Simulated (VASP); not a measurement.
# Bi (P2/m) in VASP: further runs

The runs below take Bi through single point, with r2SCAN.

Program: VASP 6.6.1. These are calculated values, not measurements. Logs are shortened: lines on timing, memory, paths and dates and some standing lists are left out, and cuts for length are marked.

## (1) The cell of the first run

Symmetry: P2/m, No. 10, monoclinic system. The conventional cell has a = 3.281 Å, b = 3.264 Å, c = 6.529 Å, α = 90.00°, β = 90.72°, γ = 90.00°. Bi (site symmetry m) has 18 Bi at 3.26 to 4.87 Å within 4.9 Å.

## (2) Single point, r2SCAN

The input, POSCAR:

```
Bi
1.0
    3.2809913467      0.0000000000      0.0000000000
    0.0000000000      3.2640382254      0.0000000000
   -0.0815136175      0.0000000000      6.5286865229
Bi
2
Direct
    0.5442472500      0.0000000000      0.7495778900
    0.4557527500      0.0000000000      0.2504221100
```

The input, INCAR.step1:

```
  ALGO = Normal
  EDIFF = 1E-4
  ENCUT = 520
  GGA = PE
  ISMEAR = -1
  LASPH = True
  LCHARG = False
  LREAL = False
  LWAVE = True
  NBANDS = 22
  NELM = 100
  PREC = Accurate
  SIGMA = 0.05
```

The input, INCAR.step2:

```
  ALGO = Normal
  EDIFF = 1E-6
  ENCUT = 520
  ISIF = 2
  ISMEAR = -1
  ISTART = 1
  LASPH = True
  LCHARG = False
  LMIXTAU = True
  LREAL = False
  LWAVE = False
  METAGGA = R2SCAN
  NBANDS = 22
  NELM = 100
  PREC = Accurate
  SIGMA = 0.05
```

The input, KPOINTS:

```
k-points
0
Gamma
  8 8 4
```

Potentials or basis: VASP PAW PBE potentials, release 64 (Bi_d).

Launch:

```bash
$ cat potpaw_PBE.64/Bi_d/POTCAR > POTCAR
$ cp INCAR.step1 INCAR
$ mpirun -np 1 vasp_std > vasp.out
$ cp INCAR.step2 INCAR
$ mpirun -np 1 vasp_std > vasp.out
```

OUTCAR:

```text
EDIFF = 1E-6
   ENCUT = 520
   ISIF = 2
   ISMEAR = -1
   ISTART = 1
   LASPH = True
   LREAL = False
   METAGGA = R2SCAN
   NELM = 100
   PREC = Accurate

 ion  position               nearest neighbor table
   1  0.544  0.000  0.750-   2 3.27   2 3.29
   2  0.456  0.000  0.250-   1 3.27   1 3.29

  LATTYP: Found a simple monoclinic cell.
 ALAT       =     3.2809913467
 B/A-ratio  =     0.9948329272
 C/A-ratio  =     1.9900068852
 COS(beta)  =    -0.0124844813

  Lattice vectors:

 A1 = (   3.2809913467,   0.0000000000,   0.0000000000)
 A2 = (   0.0000000000,   3.2640382254,   0.0000000000)
 A3 = (  -0.0815136175,   0.0000000000,   6.5286865229)

Analysis of symmetry for initial positions (statically):
=====================================================================
 Subroutine PRICEL returns:
 Original cell was already a primitive cell.

 Routine SETGRP: Setting up the symmetry group for a
 simple monoclinic supercell.

 Subroutine GETGRP returns: Found  4 space group operations
 (whereof  4 operations were pure point group operations)
 out of a pool of  4 trial point group operations.

The static configuration has the point symmetry C_2h.

Analysis of symmetry for dynamics (positions and initial velocities):
=====================================================================
 Subroutine PRICEL returns:
 Original cell was already a primitive cell.

 Routine SETGRP: Setting up the symmetry group for a
 simple monoclinic supercell.

 Subroutine GETGRP returns: Found  4 space group operations
 (whereof  4 operations were pure point group operations)
 out of a pool of  4 trial point group operations.

The dynamic configuration has the point symmetry C_2h.

 Subroutine INISYM returns: Found  4 space group operations
 (whereof  4 operations are pure point group operations),
 and found     1 'primitive' translations

----------------------------------------------------------------------------------------

                                     Primitive cell

  volume of cell :      69.9175

  direct lattice vectors                    reciprocal lattice vectors
     3.280991347  0.000000000  0.000000000     0.304785930  0.000000000  0.003805391
     0.000000000  3.264038225  0.000000000     0.000000000  0.306368961  0.000000000
    -0.081513617  0.000000000  6.528686523     0.000000000  0.000000000  0.153170166

  length of vectors
     3.280991347  3.264038225  6.529195370     0.304809685  0.306368961  0.153170166

  position of ions in fractional coordinates (direct lattice)
     0.544247250  0.000000000  0.749577890
     0.455752750  0.000000000  0.250422110

  ion indices of the primitive-cell ions
   primitive index   ion index
                 1           1
                 2           2

----------------------------------------------------------------------------------------

 KPOINTS: k-points

Automatic generation of k-mesh.
 Grid dimensions read from file:
 generate k-points for:    8    8    4

 Generating k-lattice:

  Cartesian coordinates                     Fractional coordinates (reciprocal lattice)
     0.038098241  0.000000000  0.000475674     0.125000000  0.000000000 -0.000000000
     0.000000000  0.038296120  0.000000000     0.000000000  0.125000000  0.000000000
     0.000000000  0.000000000  0.038292542     0.000000000  0.000000000  0.250000000

  Length of vectors
     0.038101211  0.038296120  0.038292542

  Shift w.r.t. Gamma in fractional coordinates (k-lattice)
     0.000000000  0.000000000  0.000000000

 Subroutine IBZKPT returns following result:
 ===========================================

 Found     90 irreducible k-points:

 Following reciprocal coordinates:
            Coordinates               Weight
  0.000000  0.000000  0.000000      1.000000
  0.125000  0.000000 -0.000000      2.000000
  0.250000  0.000000 -0.000000      2.000000
  0.375000  0.000000 -0.000000      2.000000
  0.500000  0.000000 -0.000000      1.000000
  0.000000  0.125000  0.000000      2.000000
[... 16 lines left out ...]
  0.250000  0.500000 -0.000000      2.000000
  0.375000  0.500000 -0.000000      2.000000
 [... further k-points ...]
   k-points           NKPTS =     90   k-points in BZ     NKDIM =     90   number of bands    NBANDS=     22
   number of dos      NEDOS =    301   number of ions     NIONS =      2
   total plane-waves  NPLWV =  28800
   dimension x,y,z NGX =    24 NGY =   24 NGZ =   50
   dimension x,y,z NGXF=    48 NGYF=   48 NGZF=  100
   ions per type =               2
   NGX,Y,Z   is equivalent  to a cutoff of  12.16, 12.22, 12.73 a.u.
   NGXF,Y,Z  is equivalent  to a cutoff of  24.32, 24.45, 25.46 a.u.
 SYSTEM =  unknown system
   PREC   = accura    normal or accurate (medium, high low for compatibility)
   ISTART =      1    job   : 0-new  1-cont  2-samecut
   ICHARG =      0    charge: 1-file 2-atom 10-const
   ISPIN  =      1    spin polarized calculation?
   LNONCOLLINEAR =      F non collinear calculations
   LSORBIT =      F    spin-orbit coupling
   LASPH  =      T    aspherical Exc in radial PAW
   ENCUT  =  520.0 eV  38.22 Ry    6.18 a.u.   6.10  6.07 12.14*2*pi/ulx,y,z
   NELM   =    100;   NELMIN=  2; NELMDL=  0     # of ELM steps
   EDIFF  = 0.1E-05   stopping-criterion for ELM
   LREAL  =      F    real-space projection
   EDIFFG = 0.1E-04   stopping-criterion for IOM
   NSW    =      0    number of steps for IOM
   IBRION =     -1    ionic relax: 0-MD 1-quasi-New 2-CG
   NFREE  =      0    steps in history (QN), initial steepest desc. (CG)
   ISIF   =      2    stress and relaxation
   ISYM   =      2    0-nonsym 1-usesym 2-fastsym
   POTIM  = 0.5000    time-step for ionic-motion
   TEBEG  =    0.0;   TEEND  =   0.0 temperature during run
   PSTRESS=    0.0 pullay stress
   NELECT =      30.0000    total number of electrons
   NUPDOWN=      -1.0000    fix difference up-down
   EMIN   =  10.00;   EMAX   =-10.00  energy-range for DOS
   EFERMI =   0.00;   METHOD = LEGACY
   ISMEAR =    -1;   SIGMA  =   0.05  broadening in eV -4-tet -1-fermi 0-gaus
   EFERMI_NEDOS =   21; number of points for ismear=-14 and -15
   IALGO  =     38    algorithm
   IMIX   =      4    mixing-type and parameters
     AMIX     =   0.40;   BMIX     =  1.00
     AMIX_MAG =   1.60;   BMIX_MAG =  1.00
  volume/ion in A,a.u.               =      34.96       235.91
  Fermi-wavevector in a.u.,A,eV,Ry     =   1.234771  2.333379 20.744262  1.524660
  Thomas-Fermi vector in A             =   2.369448
   LORBIT       =      0    0 simple, 1 ext, 2 COOP (PROOUT), +10 PAW based schemes
   METAGGA = R2SCAN    functional components
   LHFCALC =     F    Hartree Fock is set to
   AEXX    =    0.0000 exact exchange contribution
   IVDW    =     0    specifies the selected vdW correction
   LEPSILON=     F    determine dielectric tensor
   LRPA    =     F    only Hartree local field effects (RPA)
 non-spin polarized calculation
  energy-cutoff  :      520.00
  volume of cell :       69.92
 maximum number of plane-waves:      1912
   NGX = 13   NGY = 13   NGZ = 25

 number of electron      29.9999990 magnetization

 Free energy of the ion-electron system (eV)
  ---------------------------------------------------
  ext. energy  EPLUGINS =         0.00000000
  ---------------------------------------------------
  free energy    TOTEN  =      -116.83826959 eV

  energy without entropy =     -116.82402807  energy(sigma->0) =     -116.83114883

 E-fermi :   6.2510     XC(G=0): -10.3044

 val. band max:        6.2451628388   @ k =  -0.3750   0.2500   0.2500
 cond. band min:       6.2565064444   @ k =   0.1250   0.2500   0.2500
 fundamental gap:      0.0113436055
 Fermi energy:         6.2510232664

 k-point     1 :       0.0000    0.0000    0.0000
  band No.  band energies     occupation
      1     -17.3596      2.00000
      2     -17.3507      2.00000
      3     -17.3438      2.00000
      4     -17.1072      2.00000
      5     -17.1070      2.00000
      6     -17.0875      2.00000
[... 14 lines left out ...]
     21      14.6620      0.00000
     22      16.6188      0.00000

 k-point     2 :       0.1250    0.0000   -0.0000
  band No.  band energies     occupation
      1     -17.3563      2.00000
      2     -17.3154      2.00000
      3     -17.3120      2.00000
      4     -17.1230      2.00000
      5     -17.1058      2.00000
      6     -17.0717      2.00000
[... 14 lines left out ...]
     21      14.6953      0.00000
     22      16.5770      0.00000

 k-point     3 :       0.2500    0.0000   -0.0000
  band No.  band energies     occupation
      1     -17.3512      2.00000
      2     -17.2609      2.00000
      3     -17.2162      2.00000
      4     -17.1616      2.00000
      5     -17.1027      2.00000
      6     -17.0747      2.00000
[... 14 lines left out ...]
     21      15.1794      0.00000
     22      17.5564      0.00000

 k-point     4 :       0.3750    0.0000   -0.0000
  band No.  band energies     occupation
      1     -17.3462      2.00000
      2     -17.2255      2.00000
      3     -17.1997      2.00000
      4     -17.1205      2.00000
      5     -17.1036      2.00000
      6     -17.0995      2.00000
[... 14 lines left out ...]
     21      16.0034      0.00000
     22      18.2689      0.00000

 k-point     5 :       0.5000    0.0000   -0.0000
  band No.  band energies     occupation
      1     -17.3441      2.00000
      2     -17.2161      2.00000
      3     -17.2145      2.00000
      4     -17.1160      2.00000
      5     -17.1047      2.00000
      6     -17.0985      2.00000
[... 417 lines left out ...]
 k-point    22 :       0.1250    0.5000   -0.0000
  band No.  band energies     occupation
      1     -17.3083      2.00000
      2     -17.2174      2.00000
      3     -17.1653      2.00000
      4     -17.1254      2.00000
      5     -17.1169      2.00000
      6     -17.1130      2.00000
[... 14 lines left out ...]
     21      16.8736      0.00000
     22      17.1061      0.00000

 k-point    23 :       0.2500    0.5000   -0.0000
  band No.  band energies     occupation
      1     -17.2533      2.00000
      2     -17.2127      2.00000
      3     -17.1636      2.00000
      4     -17.1534      2.00000
      5     -17.1502      2.00000
      6     -17.1073      2.00000
[... 14 lines left out ...]
     21      14.5873      0.00000
     22      14.8317      0.00000

 k-point    24 :       0.3750    0.5000   -0.0000
  band No.  band energies     occupation
      1     -17.2170      2.00000
      2     -17.2079      2.00000
      3     -17.2013      2.00000
      4     -17.1895      2.00000
      5     -17.1868      2.00000
      6     -17.1044      2.00000
[... 14 lines left out ...]
     21      12.7662      0.00000
     22      13.9007      0.00000

 [... further k-points ...]

------------------------ aborting loop because EDIFF is reached ----------------------------------------

  FORCE on cell =-STRESS in cart. coord.  units (eV):
  Direction    XX          YY          ZZ          XY          YZ          ZX
  --------------------------------------------------------------------------------------
  -------------------------------------------------------------------------------------
  Total       -0.4862482     -0.1794902     -0.5897486      0.0000000      0.0000000     -0.0343327
  in kB      -11.1424941     -4.1130607    -13.5142319      0.0000000      0.0000000     -0.7867428
  external PRESSURE =      -9.5899289 kB  Pullay stress =       0.0000000 kB

 VOLUME and BASIS-vectors are now :
 -----------------------------------------------------------------------------
  energy-cutoff  :      520.00
  volume of cell :       69.92
      direct lattice vectors                 reciprocal lattice vectors
     3.280991347  0.000000000  0.000000000     0.304785930  0.000000000  0.003805391
     0.000000000  3.264038225  0.000000000     0.000000000  0.306368961  0.000000000
    -0.081513617  0.000000000  6.528686523     0.000000000  0.000000000  0.153170166

 POSITION                                       TOTAL-FORCE (eV/Angst)
 -----------------------------------------------------------------------------------
      1.72457      0.00000      4.89376        -0.016082      0.000000     -0.029606
      1.47491      0.00000      1.63493         0.016082      0.000000      0.029606
 -----------------------------------------------------------------------------------
    total drift:                                0.000000      0.000000      0.000000

  FREE ENERGIE OF THE ION-ELECTRON SYSTEM (eV)
  ---------------------------------------------------
  free  energy   TOTEN  =      -116.8382695901 eV

  energy  without entropy=     -116.8240280669  energy(sigma->0) =     -116.83114883
```

Run time: 8.5 min. Hardware: 1 thread of AMD EPYC 7R13, shared host; peak memory 0.21 GiB.

What came out:

```
Free energy            : -116.8383 eV
Pressure               : -1.0 GPa
Largest force          : 0.034 eV/Å
Band gap on the k mesh : zero (bands 15 and 16 overlap by 6.43 eV)
```

Forces in eV/Å, atoms in the order of the input:
```
Bi  -0.016  0.000 -0.030
Bi   0.016  0.000  0.030
```

Stress tensor (GPa, compression positive):
```
-1.11  0.00 -0.08
 0.00 -0.41  0.00
-0.08  0.00 -1.35
```

Levels at points of the mesh, in eV from the Fermi level:
```
           k point  band 11  band 12  band 13  band 14  band 15  band 16  band 17  band 18  band 19  band 20
(0.00, 0.00, 0.00)   -13.55   -11.60    -5.04     3.28     3.33     3.35     4.89     5.28     7.05     8.27
(0.50, 0.00, 0.00)   -11.61    -9.72    -5.00    -3.26    -3.13     2.79     5.26     5.61     7.21    10.42
(0.00, 0.50, 0.00)   -11.58    -9.62    -5.05    -3.20    -3.18     3.19     5.22     5.27     6.92    10.36
(0.50, 0.50, 0.00)    -9.64    -7.69    -3.22    -3.14    -1.53    -1.49    -1.36     3.22     5.30     5.74
(0.00, 0.00, 0.50)   -12.79   -12.77    -1.79    -1.75     3.97     4.06     4.16     4.18     8.12     8.18
(0.50, 0.00, 0.50)   -10.89   -10.85    -4.33    -4.30     0.16     0.26     5.84     5.89     6.08     6.12
(0.00, 0.50, 0.50)   -10.83   -10.81    -4.29    -4.28     0.19     0.23     5.90     5.90     5.95     6.04
(0.50, 0.50, 0.50)    -8.91    -8.86    -2.50    -2.48    -2.47    -2.46     2.09     2.20     3.92     3.95
```

Caveat: the PAW data sets were made with another functional, which shifts forces and pressure a little; spin-orbit coupling is left out, which moves the levels of the heavy elements.

## (3) Single point, r2SCAN

This run uses another cell than the first one, of 35.63 Å³/atom.

The input, POSCAR:

```
Bi
1.0
    3.3018899442      0.0000000000      0.0000000000
    0.0000000000      3.2848288383      0.0000000000
   -0.0820328266      0.0000000000      6.5702716347
Bi
2
Direct
    0.5442472500      0.0000000000      0.7495778900
    0.4557527500      0.0000000000      0.2504221100
```

The input, INCAR.step1:

```
ALGO     = Normal         # electronic algorithm
EDIFF    = 1E-4           # SCF threshold, eV
ENCUT    = 520            # plane-wave cutoff, eV
GGA      = PE             # functional
ISMEAR   = -1             # smearing method
LASPH    = T              # aspherical terms in the spheres
LCHARG   = F              # write CHGCAR
LREAL    = F              # projectors in reciprocal space
LWAVE    = T              # write WAVECAR
NBANDS   = 22             # bands
NELM     = 80             # most SCF steps
PREC     = Accurate       # precision mode
SIGMA    = 0.05           # smearing width, eV
```

The input, INCAR.step2:

```
ALGO     = Normal         # electronic algorithm
EDIFF    = 1E-7           # SCF threshold, eV
ENCUT    = 520            # plane-wave cutoff, eV
ISIF     = 2              # what is computed and relaxed
ISMEAR   = -1             # smearing method
ISTART   = 1            
LASPH    = T              # aspherical terms in the spheres
LCHARG   = F              # write CHGCAR
LMIXTAU  = T            
LREAL    = F              # projectors in reciprocal space
LWAVE    = F              # write WAVECAR
METAGGA  = R2SCAN         # meta-GGA
NBANDS   = 22             # bands
NELM     = 80             # most SCF steps
PREC     = Accurate       # precision mode
SIGMA    = 0.05           # smearing width, eV
```

KPOINTS is that of step 2.

Potentials or basis: VASP PAW PBE potentials, release 64 (Bi_d).

Launch:

```bash
$ cat potpaw_PBE.64/Bi_d/POTCAR > POTCAR
$ cp INCAR.step1 INCAR
$ mpirun -np 1 vasp_std > vasp.out
$ cp INCAR.step2 INCAR
$ mpirun -np 1 vasp_std > vasp.out
```

Run time: 12 min. Hardware: 1 thread of AMD EPYC 7R13, shared host; peak memory 0.23 GiB.

It converged, with:

- Free energy: -116.8273 eV
- Pressure: -1.8 GPa
- Largest force: 0.038 eV/Å
- Band gap on the k mesh: zero (bands 15 and 16 overlap by 6.30 eV)

Forces in eV/Å, atoms in the order of the input:
```
Bi  -0.021  0.000 -0.031
Bi   0.021  0.000  0.031
```

Stress tensor (GPa, compression positive):
```
-1.95  0.00 -0.06
 0.00 -1.29  0.00
-0.06  0.00 -2.17
```

Levels at points of the mesh, in eV from the Fermi level:
```
           k point  band 11  band 12  band 13  band 14  band 15  band 16  band 17  band 18  band 19  band 20
(0.00, 0.00, 0.00)   -13.42   -11.54    -4.92     3.23     3.28     3.30     4.79     5.17     6.94     8.22
(0.50, 0.00, 0.00)   -11.55    -9.72    -4.88    -3.18    -3.05     2.82     5.15     5.51     7.03    10.37
(0.00, 0.50, 0.00)   -11.52    -9.63    -4.93    -3.13    -3.10     3.23     5.11     5.16     6.75    10.31
(0.50, 0.50, 0.00)    -9.65    -7.77    -3.14    -3.06    -1.49    -1.46    -1.33     3.27     5.27     5.74
(0.00, 0.00, 0.50)   -12.68   -12.66    -1.74    -1.70     3.91     3.99     4.09     4.11     8.02     8.09
(0.50, 0.00, 0.50)   -10.85   -10.81    -4.22    -4.20     0.16     0.26     5.85     5.90     5.95     5.99
(0.00, 0.50, 0.50)   -10.79   -10.77    -4.19    -4.17     0.18     0.22     5.82     5.91     5.91     5.91
(0.50, 0.50, 0.50)    -8.93    -8.89    -2.44    -2.42    -2.41    -2.40     2.03     2.14     3.96     3.99
```

Caveat: the PAW data sets were made with another functional, which shifts forces and pressure a little; spin-orbit coupling is left out, which moves the levels of the heavy elements.
